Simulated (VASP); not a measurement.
# MnS (Fm-3m) in VASP: a series of runs

MnS is run at these levels: PBE; tasks: single point.

Program: VASP 6.6.1. These are calculated values, not measurements. Logs are shortened: lines on timing, memory, paths and dates and some standing lists are left out, and cuts for length are marked.

## 1. The cell of the first run

Symmetry: Fm-3m, No. 225, cubic system. Conventional cell: a = 4.754 Å, b = 4.754 Å, c = 4.754 Å, α = 90.00°, β = 90.00°, γ = 90.00°. Within 3.1 Å of Mn (site symmetry m-3m) lie 6 S at 2.38 Å. S (site symmetry m-3m) has 6 Mn at 2.38 Å within 3.1 Å.

## 2. Single point, PBE (volume scaled by 1.040)

Input file INCAR:

```
SYSTEM = MnS
  ALGO = Normal
  EDIFF = 1E-7
  ENCUT = 520
  GGA = PE
  ISIF = 2
  ISMEAR = 0
  LASPH = .True.
  LCHARG = .False.
  LREAL = .False.
  LWAVE = .False.
  NBANDS = 16
  NELM = 80
  PREC = Accurate
  SIGMA = 0.05
```

Input file KPOINTS:

```
k-points
0
Gamma
  12 12 12
  0 0 0
```

Input file POSCAR:

```
MnS
1.0
    0.0000000000      2.3768646397      2.3768646397
    2.3768646397      0.0000000000      2.3768646397
    2.3768646397      2.3768646397      0.0000000000
Mn S
1 1
Direct
    0.0000000000      0.0000000000      0.0000000000
    0.5000000000      0.5000000000      0.5000000000
```

Potentials or basis: VASP PAW PBE potentials, release 64 (Mn_pv, S).

Started as:

```console
$ cat potpaw_PBE.64/Mn_pv/POTCAR potpaw_PBE.64/S/POTCAR > POTCAR
$ mpirun -np 1 vasp_std > vasp.out
```

OUTCAR:

```text
SYSTEM = MnS
   EDIFF = 1E-7
   ENCUT = 520
   GGA = PE
   ISIF = 2
   ISMEAR = 0
   LASPH = .True.
   LREAL = .False.
   NELM = 80
   PREC = Accurate

 ion  position               nearest neighbor table
   1  0.000  0.000  0.000-   2 2.38   2 2.38   2 2.38   2 2.38   2 2.38   2 2.38
   2  0.500  0.500  0.500-   1 2.38   1 2.38   1 2.38   1 2.38   1 2.38   1 2.38

  LATTYP: Found a face centered cubic cell.
 ALAT       =     4.7537292794

  Lattice vectors:

 A1 = (   0.0000000000,   2.3768646397,   2.3768646397)
 A2 = (   2.3768646397,   0.0000000000,   2.3768646397)
 A3 = (   2.3768646397,   2.3768646397,   0.0000000000)

Analysis of symmetry for initial positions (statically):
=====================================================================
 Subroutine PRICEL returns:
 Original cell was already a primitive cell.

 Routine SETGRP: Setting up the symmetry group for a
 face centered cubic supercell.

 Subroutine GETGRP returns: Found 48 space group operations
 (whereof 48 operations were pure point group operations)
 out of a pool of 48 trial point group operations.

The static configuration has the point symmetry O_h .

Analysis of symmetry for dynamics (positions and initial velocities):
=====================================================================
 Subroutine PRICEL returns:
 Original cell was already a primitive cell.

 Routine SETGRP: Setting up the symmetry group for a
 face centered cubic supercell.

 Subroutine GETGRP returns: Found 48 space group operations
 (whereof 48 operations were pure point group operations)
 out of a pool of 48 trial point group operations.

The dynamic configuration has the point symmetry O_h .

 Subroutine INISYM returns: Found 48 space group operations
 (whereof 48 operations are pure point group operations),
 and found     1 'primitive' translations

----------------------------------------------------------------------------------------

                                     Primitive cell

  volume of cell :      26.8561

  direct lattice vectors                    reciprocal lattice vectors
     0.000000000  2.376864640  2.376864640    -0.210361159  0.210361159  0.210361159
     2.376864640  0.000000000  2.376864640     0.210361159 -0.210361159  0.210361159
     2.376864640  2.376864640  0.000000000     0.210361159  0.210361159 -0.210361159

  length of vectors
[... 80 lines left out ...]
   ENCUT  =  520.0 eV  38.22 Ry    6.18 a.u.   6.25  6.25  6.25*2*pi/ulx,y,z
   NELM   =     80;   NELMIN=  2; NELMDL= -5     # of ELM steps
   EDIFF  = 0.1E-06   stopping-criterion for ELM
   LREAL  =      F    real-space projection
   EDIFFG = 0.1E-05   stopping-criterion for IOM
   NSW    =      0    number of steps for IOM
   IBRION =     -1    ionic relax: 0-MD 1-quasi-New 2-CG
   NFREE  =      0    steps in history (QN), initial steepest desc. (CG)
   ISIF   =      2    stress and relaxation
   ISYM   =      2    0-nonsym 1-usesym 2-fastsym
   POTIM  = 0.5000    time-step for ionic-motion
   TEBEG  =    0.0;   TEEND  =   0.0 temperature during run
   PSTRESS=    0.0 pullay stress
   NELECT =      19.0000    total number of electrons
   NUPDOWN=      -1.0000    fix difference up-down
   EMIN   =  10.00;   EMAX   =-10.00  energy-range for DOS
   EFERMI =   0.00;   METHOD = LEGACY
   ISMEAR =     0;   SIGMA  =   0.05  broadening in eV -4-tet -1-fermi 0-gaus
   EFERMI_NEDOS =   21; number of points for ismear=-14 and -15
   IALGO  =     38    algorithm
   IMIX   =      4    mixing-type and parameters
     AMIX     =   0.40;   BMIX     =  1.00
     AMIX_MAG =   1.60;   BMIX_MAG =  1.00
  volume/ion in A,a.u.               =      13.43        90.62
  Fermi-wavevector in a.u.,A,eV,Ry     =   1.458741  2.756621 28.952189  2.127926
  Thomas-Fermi vector in A             =   2.575390
   LORBIT       =      0    0 simple, 1 ext, 2 COOP (PROOUT), +10 PAW based schemes
   GGA     = PE    functional components
   LHFCALC =     F    Hartree Fock is set to
   AEXX    =    0.0000 exact exchange contribution
   IVDW    =     0    specifies the selected vdW correction
   LEPSILON=     F    determine dielectric tensor
   LRPA    =     F    only Hartree local field effects (RPA)
 non-spin polarized calculation
 Gauss-broadening in eV      SIGMA  =   0.05
  energy-cutoff  :      520.00
  volume of cell :       26.86
 maximum number of plane-waves:       745
 NGX is ok and might be reduce to    28
   NGX = 13   NGY = 13   NGZ = 13

 number of electron      18.9999998 magnetization

 Free energy of the ion-electron system (eV)
  ---------------------------------------------------
  ext. energy  EPLUGINS =         0.00000000
  ---------------------------------------------------
  free energy    TOTEN  =       -12.80582501 eV

  energy without entropy =      -12.79230082  energy(sigma->0) =      -12.79906292

 E-fermi :   9.4596     XC(G=0): -12.1346

 val. band max:        9.4573634242   @ k =  -0.3333   0.1667   0.0000
 cond. band min:       9.4602168711   @ k =  -0.4167   0.3333   0.1667
 fundamental gap:      0.0028534469
 Fermi energy:         9.4595921283

 k-point     1 :       0.0000    0.0000    0.0000
  band No.  band energies     occupation
      1     -38.4671      2.00000
      2     -38.4671      2.00000
      3     -38.4671      2.00000
      4      -6.7339      2.00000
      5       7.6909      2.00000
      6       7.6909      2.00000
[... 433 lines left out ...]
      3     -38.4732      2.00000
      4      -4.5674      2.00000
      5       1.7161      2.00000
      6       4.1876      2.00000
[... 8 lines left out ...]
     15      17.3879      0.00000
     16      20.3599      0.00000

 [... further k-points ...]

------------------------ aborting loop because EDIFF is reached ----------------------------------------

  FORCE on cell =-STRESS in cart. coord.  units (eV):
  Direction    XX          YY          ZZ          XY          YZ          ZX
  --------------------------------------------------------------------------------------
  -------------------------------------------------------------------------------------
  Total       -0.9163985     -0.9163985     -0.9163985      0.0000000      0.0000000      0.0000000
  in kB      -54.6703216    -54.6703216    -54.6703216      0.0000000      0.0000000      0.0000000
  external PRESSURE =     -54.6703216 kB  Pullay stress =       0.0000000 kB

 VOLUME and BASIS-vectors are now :
 -----------------------------------------------------------------------------
  energy-cutoff  :      520.00
  volume of cell :       26.86
      direct lattice vectors                 reciprocal lattice vectors
     0.000000000  2.376864640  2.376864640    -0.210361159  0.210361159  0.210361159
     2.376864640  0.000000000  2.376864640     0.210361159 -0.210361159  0.210361159
     2.376864640  2.376864640  0.000000000     0.210361159  0.210361159 -0.210361159

 POSITION                                       TOTAL-FORCE (eV/Angst)
 -----------------------------------------------------------------------------------
      0.00000      0.00000      0.00000         0.000000      0.000000      0.000000
      2.37686      2.37686      2.37686        -0.000000     -0.000000     -0.000000
 -----------------------------------------------------------------------------------
    total drift:                               -0.000000      0.000000      0.000000

  FREE ENERGIE OF THE ION-ELECTRON SYSTEM (eV)
  ---------------------------------------------------
  free  energy   TOTEN  =       -12.8058250108 eV

  energy  without entropy=      -12.7923008246  energy(sigma->0) =      -12.79906292
```

Wall time 25 s (1 thread of AMD EPYC 9R45 (Zen 5), shared host); peak memory 0.14 GiB.

What came out:

```
Free energy : -12.8058 eV
Pressure    : -5.5 GPa
```

Levels at points of the mesh, in eV from the Fermi level:
```
           k point  band 7  band 8  band 9  band 10  band 11  band 12
(0.00, 0.00, 0.00)   -1.77   -1.55   -1.55    -1.55    -1.40    -1.40
(0.50, 0.00, 0.00)   -4.81   -0.30   -0.30     0.14     3.15     3.15
(0.50, 0.50, 0.00)   -3.86   -2.87   -0.85     0.00     0.00     0.62
```

Caveat: the cell differs from its parent crystal (volume scaled by 1.040); the run has no spin polarisation, though such a crystal can be magnetic; semilocal functionals often make such compounds metallic where correlation or magnetic order opens a gap, which also shifts bond lengths.

## 3. Single point, PBE

This run uses another cell than the first one, of 15.90 Å³/atom, 1.184 times its volume.

Input file INCAR:

```
  ALGO = Normal
  EDIFF = 1E-7
  ENCUT = 520
  GGA = PE
  ISIF = 2
  ISMEAR = 0
  LASPH = T
  LCHARG = F
  LREAL = F
  LWAVE = F
  NBANDS = 16
  NELM = 80
  PREC = Accurate
  SIGMA = 0.05
```

Input file KPOINTS:

```
k-points
0
Gamma
  12 12 12
```

Input file POSCAR:

```
MnS
1.0
    0.0000000000      2.5146171022      2.5146171022
    2.5146171022      0.0000000000      2.5146171022
    2.5146171022      2.5146171022      0.0000000000
Mn S
1 1
Direct
    0.0000000000      0.0000000000      0.0000000000
    0.5000000000      0.5000000000      0.5000000000
```

Potentials or basis: VASP PAW PBE potentials, release 64 (Mn_pv, S).

Started as:

```console
$ cat potpaw_PBE.64/Mn_pv/POTCAR potpaw_PBE.64/S/POTCAR > POTCAR
$ mpirun -np 1 vasp_std > vasp.out
```

Run time: 27 s. Hardware: 1 thread of AMD EPYC 9R45 (Zen 5), shared host; peak memory 0.14 GiB.

Results (log left out):

```yaml
Free_energy: -12.3757 eV
Pressure: -19.8 GPa
```

Levels at points of the mesh, in eV from the Fermi level:
```csv
k point,band 6,band 7,band 8,band 9,band 10,band 11,band 12,band 13
"(0.00, 0.00, 0.00)",-1.73,-1.73,-1.10,-1.10,-1.10,-1.00,-1.00,3.39
"(0.50, 0.00, 0.00)",-4.06,-4.06,-0.21,-0.21,0.09,2.42,2.42,3.60
"(0.50, 0.50, 0.00)",-3.42,-3.42,-2.05,-0.60,0.01,0.01,0.43,2.31
```

Caveat: the run has no spin polarisation, though such a crystal can be magnetic; semilocal functionals often make such compounds metallic where correlation or magnetic order opens a gap, which also shifts bond lengths. With open d or f shells a metallic result of PBE can be an artefact of self-interaction; +U or a hybrid may open a gap.
